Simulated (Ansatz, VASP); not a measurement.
# One calculation of Pd, two programs

Contents of POSCAR:

```
Pd
1.0
    0.0000000000      1.9552200245      1.9552200245
    1.9552200245      0.0000000000      1.9552200245
    1.9552200245      1.9552200245      0.0000000000
Pd
1
Direct
    0.0000000000      0.0000000000      0.0000000000
```

File INCAR.step1:

```
SYSTEM = Pd
ALGO = Normal
EDIFF = 1E-4
ENCUT = 600
GGA = PE
ISMEAR = -1
LASPH = .TRUE.
LCHARG = .FALSE.
LREAL = .FALSE.
LWAVE = .TRUE.
NELM = 80
PREC = Accurate
SIGMA = 0.15
```

INCAR.step2

```
SYSTEM = Pd
ALGO = Normal
EDIFF = 1E-7
EDIFFG = -0.001
ENCUT = 600
IBRION = 2
ISIF = 3
ISMEAR = -1
ISTART = 1
LASPH = .TRUE.
LCHARG = .FALSE.
LMIXTAU = .TRUE.
LREAL = .FALSE.
LWAVE = .FALSE.
METAGGA = R2SCAN
NELM = 80
NSW = 80
PREC = Accurate
SIGMA = 0.15
```

Contents of KPOINTS:

```
k-points
0
G
  18 18 18
  0 0 0
```

Input for Ansatz:

```yaml
crystal:
  lattice:
    - [0.0, 1.9552200245, 1.9552200245]
    - [1.9552200245, 0.0, 1.9552200245]
    - [1.9552200245, 1.9552200245, 0.0]
  atoms:
    - { symbol: Pd, position: [0.0, 0.0, 0.0] }
basis:
  ecutwfc: 500
kpoints:
  mp_grid: { grid: [18, 18, 18] }
hamiltonian:
  xc: r2scan
  pseudopotentials: { kind: paw, azcp: { folder: soft_1 } }
scf:
  occupations: { method: fermi_dirac, width: 0.15 }
output:
  forces: true
  stress: true
  eigenvalues: true
relax:
  adjacent_minimum: "off"
  f_tol: 0.001
  max_steps: 60
  cell: { stress_tol: 0.01 }
```

Alike in both runs: task relaxation of cell and atoms; functional r2SCAN; k mesh 18 × 18 × 18; occupations fermi-dirac, width 0.15 eV; no spin polarisation.

```csv
,VASP,Ansatz
version,VASP 6.6.1,Ansatz 0.2.0
potentials or method,"VASP PAW PBE potentials, release 64 (Pd), cutoff 600 eV","scalar-relativistic, plane waves, PAW"
valence electrons in the cell,10,18
```

VASP gave:

```
gap on the k mesh at the Fermi level, each at its own relaxed structure (eV) : none
relaxed volume (Å³/atom)                                                     : 15.02
relaxed cell length with the largest relative difference (Å)                 : 2.770
```

Task: Which values does Ansatz return?

Result: gap on the k mesh at the Fermi level, each at its own relaxed structure (eV): none; relaxed volume (Å³/atom): 15.01; relaxed cell length with the largest relative difference (Å): 2.769.

VASP's potentials were made for PBE, not for r2SCAN. A gap of «none» marks a metal or a gap that the smearing closes. VASP's potentials hold 10 valence electrons a cell and Ansatz's 18, so a difference there can come from the potentials and not from the codes.
